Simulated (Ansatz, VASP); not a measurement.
**BP in VASP and in Ansatz**

```
CELL_PARAMETERS angstrom
0.00000 2.27415 2.27415
2.27415 0.00000 2.27415
2.27415 2.27415 0.00000
ATOMIC_POSITIONS crystal
B 0.00000 0.00000 0.00000
P 0.25000 0.25000 0.25000
```

Alike in both runs: functional PBE; k mesh 10 × 10 × 10; occupations gaussian, width 0.02 eV; no spin polarisation.

Ansatz relaxed the structure, and its values are those at the end. VASP's run is a single point on that final structure, the one shown.

|  | VASP | Ansatz |
| --- | --- | --- |
| version | VASP 6.6.1 | Ansatz 0.2.0 |
| potentials or method | VASP PAW PBE potentials, release 64 (B, P), cutoff 500 eV | scalar-relativistic, plane waves, PAW |
| valence electrons in the cell | 8 | 8 |

```csv
,VASP,Ansatz,Ansatz less VASP
gap on the k mesh at the Fermi level (eV),1.25,1.25,+0.004
least direct gap on the mesh (eV),3.39,3.39,+0.003
pressure (GPa),-0.2,0.0,+0.23
```

The functional is the same, so the differences come from potentials, cutoffs and numerics.
